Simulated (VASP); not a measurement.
AgCl:

```xyz
2
Lattice="0.0000 2.7731 2.7731 2.7731 0.0000 2.7731 2.7731 2.7731 0.0000" Properties=species:S:1:pos:R:3 pbc="T T T"
Ag    2.7731    2.7731    2.7731
Cl    0.0000    0.0000    0.0000
```

Base run:

- Program: VASP 6.6.1
- Functional: PBEsol
- Potentials or basis: VASP PAW PBE potentials, release 64 (Ag, Cl)
- Cutoff: 520 eV
- k mesh: 9 × 9 × 9
- Occupations: fermi-dirac, width 0.01 eV
- Spin: no spin polarisation

Its results: band gap on the k mesh 0.78 eV (least direct gap 3.00 eV); pressure -2.7 GPa.

Problem. The run is repeated on the same cell with these changes: functional from PBEsol to r2SCAN. What comes out?

Solution. Band gap on the k mesh 1.47 eV (least direct gap 3.66 eV); pressure -0.1 GPa.

Caveats: the PAW data sets were made with another functional, which shifts forces and pressure a little; an odd mesh through Γ misses points on the zone boundary, where band edges can lie; semilocal functionals underestimate gaps, and a narrow one can read as zero (at least some runs).
